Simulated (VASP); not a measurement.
# Be (Im-3m) in VASP: further runs

The runs below take Be through single point, with PBE.

Program: VASP 6.6.1. These are calculated values, not measurements. Logs are shortened: lines on timing, memory, paths and dates and some standing lists are left out, and cuts for length are marked.

## Step 1: The cell of the first run

Symmetry: Im-3m, No. 229, cubic system. Conventional cell: a = 2.119 Å, b = 2.119 Å, c = 2.119 Å, α = 90.00°, β = 90.00°, γ = 90.00°. Within 2.4 Å of Be (site symmetry m-3m) lie 14 Be at 1.83 to 2.12 Å.

This isn't the form of Be at room conditions, which is hcp.

## Step 2: Single point, PBE

Contents of INCAR:

```
PREC = Accurate ; ENCUT = 600
EDIFF = 1E-6 ; ISMEAR = -1
SIGMA = 0.05 ; LREAL = False
LASPH = True ; NELM = 120
ALGO = Normal ; ISIF = 2
LWAVE = False ; LCHARG = False
GGA = PE ; NBANDS = 7
GGA_COMPAT = False
```

Contents of KPOINTS:

```
regular mesh
0
Gamma
  25 25 25
```

Contents of POSCAR:

```
Be
1.0
   -1.0594284848      1.0594284848      1.0594284848
    1.0594284848     -1.0594284848      1.0594284848
    1.0594284848      1.0594284848     -1.0594284848
Be
1
Direct
    0.0000000000      0.0000000000      0.0000000000
```

Potentials or basis: VASP PAW PBE potentials, release 64 (Be).

Started as:

```bash
$ cat potpaw_PBE.64/Be/POTCAR > POTCAR
$ mpirun -np 1 vasp_std > vasp.out
```

OUTCAR:

```text
PREC = Accurate
   ENCUT = 600
   EDIFF = 1E-6
   ISMEAR = -1
   LREAL = False
   LASPH = True
   NELM = 120
   ISIF = 2
   GGA = PE

 ion  position               nearest neighbor table
   1  0.000  0.000  0.000-

  LATTYP: Found a body centered cubic cell.
 ALAT       =     2.1188569696

  Lattice vectors:

 A1 = (  -1.0594284848,   1.0594284848,   1.0594284848)
 A2 = (   1.0594284848,  -1.0594284848,   1.0594284848)
 A3 = (   1.0594284848,   1.0594284848,  -1.0594284848)

Analysis of symmetry for initial positions (statically):
=====================================================================
 Subroutine PRICEL returns:
 Original cell was already a primitive cell.

 Routine SETGRP: Setting up the symmetry group for a
 body centered cubic supercell.

 Subroutine GETGRP returns: Found 48 space group operations
 (whereof 48 operations were pure point group operations)
 out of a pool of 48 trial point group operations.

The static configuration has the point symmetry O_h .

Analysis of symmetry for dynamics (positions and initial velocities):
=====================================================================
 Subroutine PRICEL returns:
 Original cell was already a primitive cell.

 Routine SETGRP: Setting up the symmetry group for a
 body centered cubic supercell.

 Subroutine GETGRP returns: Found 48 space group operations
 (whereof 48 operations were pure point group operations)
 out of a pool of 48 trial point group operations.

The dynamic configuration has the point symmetry O_h .

 Subroutine INISYM returns: Found 48 space group operations
 (whereof 48 operations are pure point group operations),
 and found     1 'primitive' translations

----------------------------------------------------------------------------------------

                                     Primitive cell

  volume of cell :       4.7564

  direct lattice vectors                    reciprocal lattice vectors
    -1.059428485  1.059428485  1.059428485     0.000000000  0.471952574  0.471952574
     1.059428485 -1.059428485  1.059428485     0.471952574  0.000000000  0.471952574
     1.059428485  1.059428485 -1.059428485     0.471952574  0.471952574  0.000000000

  length of vectors
     1.834983963  1.834983963  1.834983963     0.667441730  0.667441730  0.667441730

  position of ions in fractional coordinates (direct lattice)
     0.000000000  0.000000000  0.000000000

  ion indices of the primitive-cell ions
   primitive index   ion index
                 1           1

----------------------------------------------------------------------------------------

 KPOINTS: regular mesh

Automatic generation of k-mesh.
 Grid dimensions read from file:
 generate k-points for:   25   25   25

 Generating k-lattice:

  Cartesian coordinates                     Fractional coordinates (reciprocal lattice)
     0.000000000  0.018878103  0.018878103     0.040000000  0.000000000  0.000000000
     0.018878103  0.000000000  0.018878103     0.000000000  0.040000000  0.000000000
     0.018878103  0.018878103  0.000000000     0.000000000  0.000000000  0.040000000

  Length of vectors
     0.026697669  0.026697669  0.026697669

  Shift w.r.t. Gamma in fractional coordinates (k-lattice)
     0.000000000  0.000000000  0.000000000

 Subroutine IBZKPT returns following result:
 ===========================================

 Found    455 irreducible k-points:

 Following reciprocal coordinates:
            Coordinates               Weight
  0.000000  0.000000  0.000000      1.000000
  0.040000  0.000000  0.000000     12.000000
  0.080000  0.000000  0.000000     12.000000
  0.120000  0.000000  0.000000     12.000000
  0.160000  0.000000  0.000000     12.000000
  0.200000  0.000000  0.000000     12.000000
[... 16 lines left out ...]
  0.400000  0.040000 -0.000000     48.000000
  0.440000  0.040000  0.000000     48.000000
 [... further k-points ...]
   k-points           NKPTS =    455   k-points in BZ     NKDIM =    455   number of bands    NBANDS=      7
   number of dos      NEDOS =    301   number of ions     NIONS =      1
   total plane-waves  NPLWV =   4096
   dimension x,y,z NGX =    16 NGY =   16 NGZ =   16
   dimension x,y,z NGXF=    32 NGYF=   32 NGZF=   32
   ions per type =               1
   NGX,Y,Z   is equivalent  to a cutoff of  14.50, 14.50, 14.50 a.u.
   NGXF,Y,Z  is equivalent  to a cutoff of  28.99, 28.99, 28.99 a.u.
 SYSTEM =  unknown system
   PREC   = accura    normal or accurate (medium, high low for compatibility)
   ISTART =      0    job   : 0-new  1-cont  2-samecut
   ICHARG =      2    charge: 1-file 2-atom 10-const
   ISPIN  =      1    spin polarized calculation?
   LNONCOLLINEAR =      F non collinear calculations
   LSORBIT =      F    spin-orbit coupling
   LASPH  =      T    aspherical Exc in radial PAW
   ENCUT  =  600.0 eV  44.10 Ry    6.64 a.u.   3.66  3.66  3.66*2*pi/ulx,y,z
   NELM   =    120;   NELMIN=  2; NELMDL= -5     # of ELM steps
   EDIFF  = 0.1E-05   stopping-criterion for ELM
   LREAL  =      F    real-space projection
[... 7 lines left out ...]
   TEBEG  =    0.0;   TEEND  =   0.0 temperature during run
   PSTRESS=    0.0 pullay stress
   NELECT =       2.0000    total number of electrons
   NUPDOWN=      -1.0000    fix difference up-down
   EMIN   =  10.00;   EMAX   =-10.00  energy-range for DOS
   EFERMI =   0.00;   METHOD = LEGACY
   ISMEAR =    -1;   SIGMA  =   0.05  broadening in eV -4-tet -1-fermi 0-gaus
   EFERMI_NEDOS =   21; number of points for ismear=-14 and -15
   IALGO  =     38    algorithm
   IMIX   =      4    mixing-type and parameters
     AMIX     =   0.40;   BMIX     =  1.00
     AMIX_MAG =   1.60;   BMIX_MAG =  1.00
  volume/ion in A,a.u.               =       4.76        32.10
  Fermi-wavevector in a.u.,A,eV,Ry     =   1.226478  2.317708 20.466549  1.504249
  Thomas-Fermi vector in A             =   2.361478
   LORBIT       =      0    0 simple, 1 ext, 2 COOP (PROOUT), +10 PAW based schemes
   GGA     = PE    functional components
   LHFCALC =     F    Hartree Fock is set to
   AEXX    =    0.0000 exact exchange contribution
   IVDW    =     0    specifies the selected vdW correction
   LEPSILON=     F    determine dielectric tensor
   LRPA    =     F    only Hartree local field effects (RPA)
 non-spin polarized calculation
  energy-cutoff  :      600.00
  volume of cell :        4.76
 maximum number of plane-waves:       167
   NGX =  7   NGY =  7   NGZ =  7

 number of electron       2.0000000 magnetization

 Free energy of the ion-electron system (eV)
  ---------------------------------------------------
  ext. energy  EPLUGINS =         0.00000000
  ---------------------------------------------------
  free energy    TOTEN  =        -2.73192738 eV

  energy without entropy =       -2.73150094  energy(sigma->0) =       -2.73171416

 E-fermi :  13.1119     XC(G=0): -12.4120

 val. band max:       12.9802785847   @ k =  -0.4800  -0.4800   0.3200
 cond. band min:      13.1628389455   @ k =   0.2800   0.2800   0.0800
 fundamental gap:      0.1825603608
 Fermi energy:        13.1119256021

 k-point     1 :       0.0000    0.0000    0.0000
  band No.  band energies     occupation
      1      -2.1421      2.00000
      2      42.1216      0.00000
      3      42.1216      0.00000
      4      42.1216      0.00000
      5      55.6734      0.00000
      6      55.6734      0.00000
      7      55.6734      0.00000

 k-point     2 :       0.0400    0.0000    0.0000
  band No.  band energies     occupation
      1      -2.0796      2.00000
      2      41.6846      0.00000
      3      41.7231      0.00000
      4      42.0005      0.00000
      5      54.3827      0.00000
      6      54.4649      0.00000
      7      56.2813      0.00000

 k-point     3 :       0.0800    0.0000    0.0000
  band No.  band energies     occupation
      1      -1.8916      2.00000
      2      40.3204      0.00000
      3      40.7022      0.00000
      4      41.6430      0.00000
      5      52.0102      0.00000
      6      52.4269      0.00000
      7      56.4535      0.00000

 k-point     4 :       0.1200    0.0000    0.0000
  band No.  band energies     occupation
      1      -1.5772      2.00000
      2      38.0558      0.00000
      3      39.3727      0.00000
      4      41.0727      0.00000
      5      50.4034      0.00000
      6      50.4059      0.00000
      7      55.8075      0.00000

 k-point     5 :       0.1600    0.0000    0.0000
  band No.  band energies     occupation
      1      -1.1349      2.00000
      2      35.1873      0.00000
      3      37.9612      0.00000
      4      40.3391      0.00000
      5      48.5395      0.00000
      6      49.5938      0.00000
      7      55.6352      0.00000

 k-point     6 :       0.2000    0.0000    0.0000
  band No.  band energies     occupation
      1      -0.5638      2.00000
      2      32.0706      0.00000
      3      36.5929      0.00000
      4      39.5111      0.00000
      5      46.8621      0.00000
      6      49.3235      0.00000
      7      55.8923      0.00000

 k-point     7 :       0.2400    0.0000    0.0000
  band No.  band energies     occupation
      1       0.1352      2.00000
      2      28.9397      0.00000
      3      35.3341      0.00000
      4      38.6604      0.00000
      5      45.3859      0.00000
      6      49.4036      0.00000
      7      56.5206      0.00000

 k-point     8 :       0.2800    0.0000    0.0000
  band No.  band energies     occupation
      1       0.9575      2.00000
      2      25.9248      0.00000
      3      34.2211      0.00000
      4      37.8477      0.00000
      5      44.1164      0.00000
      6      49.7230      0.00000
      7      57.4622      0.00000

 k-point     9 :       0.3200    0.0000    0.0000
  band No.  band energies     occupation
      1       1.8903      2.00000
      2      23.1062      0.00000
      3      33.2748      0.00000
      4      37.1188      0.00000
      5      43.0563      0.00000
      6      50.2043      0.00000
      7      58.6635      0.00000

 k-point    10 :       0.3600    0.0000    0.0000
  band No.  band energies     occupation
      1       2.9047      2.00000
      2      20.5514      0.00000
      3      32.5075      0.00000
      4      36.5058      0.00000
      5      42.2071      0.00000
      6      50.7744      0.00000
      7      60.0658      0.00000

 k-point    11 :       0.4000    0.0000    0.0000
  band No.  band energies     occupation
      1       3.9385      2.00000
      2      18.3461      0.00000
      3      31.9268      0.00000
      4      36.0305      0.00000
      5      41.5696      0.00000
      6      51.3487      0.00000
      7      61.5827      0.00000
[... 51 lines left out ...]
 k-point    17 :       0.1600    0.0400    0.0000
  band No.  band energies     occupation
      1      -0.8172      2.00000
      2      33.6260      0.00000
      3      36.9551      0.00000
      4      39.4265      0.00000
      5      48.2364      0.00000
      6      49.2851      0.00000
      7      55.8113      0.00000

 k-point    18 :       0.2000    0.0400    0.0000
  band No.  band energies     occupation
      1      -0.1809      2.00000
      2      30.4845      0.00000
      3      35.6636      0.00000
      4      38.4882      0.00000
      5      46.8660      0.00000
      6      49.2120      0.00000
      7      56.2971      0.00000

 k-point    19 :       0.2400    0.0400    0.0000
  band No.  band energies     occupation
      1       0.5822      2.00000
      2      27.4009      0.00000
      3      34.4991      0.00000
      4      37.5726      0.00000
      5      45.6388      0.00000
      6      49.4281      0.00000
      7      57.1067      0.00000

 k-point    20 :       0.2800    0.0400   -0.0000
  band No.  band energies     occupation
      1       1.4643      2.00000
      2      24.4756      0.00000
      3      33.4877      0.00000
      4      36.7347      0.00000
      5      44.5774      0.00000
      6      49.8484      0.00000
      7      58.1883      0.00000

 k-point    21 :       0.3200    0.0400    0.0000
  band No.  band energies     occupation
      1       2.4463      2.00000
      2      21.7785      0.00000
      3      32.6453      0.00000
      4      36.0125      0.00000
      5      43.6960      0.00000
      6      50.4016      0.00000
      7      59.4888      0.00000

 k-point    22 :       0.3600    0.0400    0.0000
  band No.  band energies     occupation
      1       3.4862      2.00000
      2      19.3817      0.00000
      3      31.9822      0.00000
      4      35.4308      0.00000
      5      43.0037      0.00000
      6      51.0090      0.00000
      7      60.9431      0.00000

 k-point    23 :       0.4000    0.0400   -0.0000
  band No.  band energies     occupation
      1       4.4940      2.00000
      2      17.3935      0.00000
      3      31.5048      0.00000
      4      35.0059      0.00000
      5      42.5059      0.00000
      6      51.5737      0.00000
      7      62.4443      0.00000

 k-point    24 :       0.4400    0.0400    0.0000
  band No.  band energies     occupation
      1       5.2915      2.00000
      2      16.0036      0.00000
      3      31.2169      0.00000
      4      34.7474      0.00000
      5      42.2060      0.00000
      6      51.9825      0.00000
      7      63.7601      0.00000

 [... further k-points ...]

------------------------ aborting loop because EDIFF is reached ----------------------------------------

  FORCE on cell =-STRESS in cart. coord.  units (eV):
  Direction    XX          YY          ZZ          XY          YZ          ZX
  --------------------------------------------------------------------------------------
  -------------------------------------------------------------------------------------
  Total        4.1786102      4.1786102      4.1786102      0.0000000      0.0000000     -0.0000000
  in kB     1407.5619223   1407.5619223   1407.5619223      0.0000000      0.0000000     -0.0000000
  external PRESSURE =    1407.5619223 kB  Pullay stress =       0.0000000 kB

 VOLUME and BASIS-vectors are now :
 -----------------------------------------------------------------------------
  energy-cutoff  :      600.00
  volume of cell :        4.76
      direct lattice vectors                 reciprocal lattice vectors
    -1.059428485  1.059428485  1.059428485     0.000000000  0.471952574  0.471952574
     1.059428485 -1.059428485  1.059428485     0.471952574  0.000000000  0.471952574
     1.059428485  1.059428485 -1.059428485     0.471952574  0.471952574  0.000000000

 POSITION                                       TOTAL-FORCE (eV/Angst)
 -----------------------------------------------------------------------------------
      0.00000      0.00000      0.00000         0.000000      0.000000      0.000000
 -----------------------------------------------------------------------------------
    total drift:                                0.000000     -0.000000      0.000000

  FREE ENERGIE OF THE ION-ELECTRON SYSTEM (eV)
  ---------------------------------------------------
  free  energy   TOTEN  =        -2.7319273797 eV

  energy  without entropy=       -2.7315009419  energy(sigma->0) =       -2.73171416
```

It took 4 s on 1 thread of Intel Xeon 6975P-C (Granite Rapids), shared host; peak memory 0.12 GiB.

What came out:

| Quantity | Value |
| --- | --- |
| Free energy | -2.7319 eV |
| Pressure | 140.8 GPa |
| Band gap on the k mesh | zero (bands 1 and 2 overlap by 7.34 eV) |

Caveat: the cell stands under pressure.

## Step 3: Single point, PBE

Contents of INCAR:

```
SYSTEM = Be
PREC = Accurate
ENCUT = 600
EDIFF = 1E-6
ISMEAR = -1
SIGMA = 0.05
LREAL = .False.
LASPH = .True.
NELM = 120
ALGO = Normal
ISIF = 2
LWAVE = .False.
LCHARG = .False.
GGA = PE
NBANDS = 7
GGA_COMPAT = .False.
```

Contents of KPOINTS:

```
Automatic mesh
0
Gamma
  25 25 25
  0 0 0
```

Contents of POSCAR:

```
Be
1.0
   -1.0591453286      1.0591453286      1.0591453286
    1.0591453286     -1.0591453286      1.0591453286
    1.0591453286      1.0591453286     -1.0591453286
Be
1
Direct
    0.0000000000      0.0000000000      0.0000000000
```

Potentials or basis: VASP PAW PBE potentials, release 64 (Be).

Started as:

```bash
$ cat potpaw_PBE.64/Be/POTCAR > POTCAR
$ mpirun -np 1 vasp_std > vasp.out
```

Run time: 4.2 s. Hardware: 1 thread of Intel Xeon 6975P-C (Granite Rapids), shared host; peak memory 0.12 GiB.

It converged, with:

- Free energy: -2.7286 eV
- Pressure: 141.2 GPa
- Band gap on the k mesh: zero (bands 1 and 2 overlap by 7.35 eV)

Levels at points of the mesh, in eV from the Fermi level:
| k point | band 1 | band 2 | band 3 | band 4 | band 5 |
| --- | --- | --- | --- | --- | --- |
| (0.00, 0.00, 0.00) | -15.26 | 29.03 | 29.03 | 29.03 | 42.58 |

Caveat: the cell stands under pressure.
